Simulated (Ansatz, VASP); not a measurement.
BaZrO3: VASP beside Ansatz

Contents of INCAR:

```
SYSTEM = BaZrO3
PREC     = Accurate       ! precision mode
ENCUT    = 600            ! plane-wave cutoff, eV
EDIFF    = 1E-6           ! SCF threshold, eV
ISMEAR   = -1             ! smearing method
SIGMA    = 0.05           ! smearing width, eV
LREAL    = .FALSE.        ! projectors in reciprocal space
LASPH    = .TRUE.         ! aspherical terms in the spheres
NELM     = 80             ! most SCF steps
ALGO     = Normal         ! electronic algorithm
ISIF     = 3              ! what is computed and relaxed
LWAVE    = .FALSE.        ! write WAVECAR
LCHARG   = .FALSE.        ! write CHGCAR
GGA      = B5             ! functional
ALDAX    = 1.0          
AGGAX    = 1.0          
AGGAC    = 1.0          
ALDAC    = 0.0          
IBRION   = 2              ! ionic algorithm
NSW      = 60             ! ionic steps
EDIFFG   = -0.01          ! ionic threshold
```

File KPOINTS:

```
regular mesh
0
G
  6 6 6
  0 0 0
```

Contents of POSCAR:

```
BaZrO3
1.0
    4.1913400000      0.0000000000      0.0000000000
    0.0000000000      4.1913400000      0.0000000000
    0.0000000000      0.0000000000      4.1913400000
Ba Zr O
1 1 3
Direct
    0.0000000000      0.0000000000      0.0000000000
    0.5000000000      0.5000000000      0.5000000000
    0.5000000000      0.5000000000      0.0000000000
    0.5000000000      0.0000000000      0.5000000000
    0.0000000000      0.5000000000      0.5000000000
```

File input.yaml:

```yaml
crystal:
  lattice:
    - [4.19134, 0.0, 0.0]
    - [0.0, 4.19134, 0.0]
    - [0.0, 0.0, 4.19134]
  atoms:
    - { symbol: Ba, position: [0.0, 0.0, 0.0] }
    - { symbol: Zr, position: [0.5, 0.5, 0.5] }
    - { symbol: O, position: [0.5, 0.5, 0.0] }
    - { symbol: O, position: [0.5, 0.0, 0.5] }
    - { symbol: O, position: [0.0, 0.5, 0.5] }
hamiltonian:
  xc: blyp
  pseudopotentials: { kind: paw }
kpoints:
  mp_grid: { grid: [6, 6, 6] }
scf:
  occupations: { method: fermi_dirac, width: 0.05 }
output:
  forces: true
  stress: true
relax:
  f_tol: 0.01
  max_steps: 40
  cell: { stress_tol: 0.05 }
```

Alike in both runs: task relaxation of cell and atoms; functional BLYP; k mesh 6 × 6 × 6; occupations fermi-dirac, width 0.05 eV; no spin polarisation.

|  | VASP | Ansatz |
| --- | --- | --- |
| version | VASP 6.6.1 | Ansatz 0.2.0 |
| potentials or method | VASP PAW PBE potentials, release 64 (Ba_sv, Zr_sv, O) | Ansatz PAW |
| plane-wave cutoff (eV) | 600 | 420 |
| valence electrons in the cell | 40 | 40 |

```csv
,VASP,Ansatz,Ansatz less VASP
relaxed volume (Å³/atom),15.67,15.57,-0.106
relaxed length of the cell vector where the two differ most in proportion (Å),4.279,4.270,-0.0097
```

VASP's potentials were made for PBE, not for BLYP.

Neither program's run includes spin-orbit coupling. Noted on Ansatz's run: the plane-wave basis is chosen anew once the cell has moved, so the energies of steps on either side of that aren't comparable.
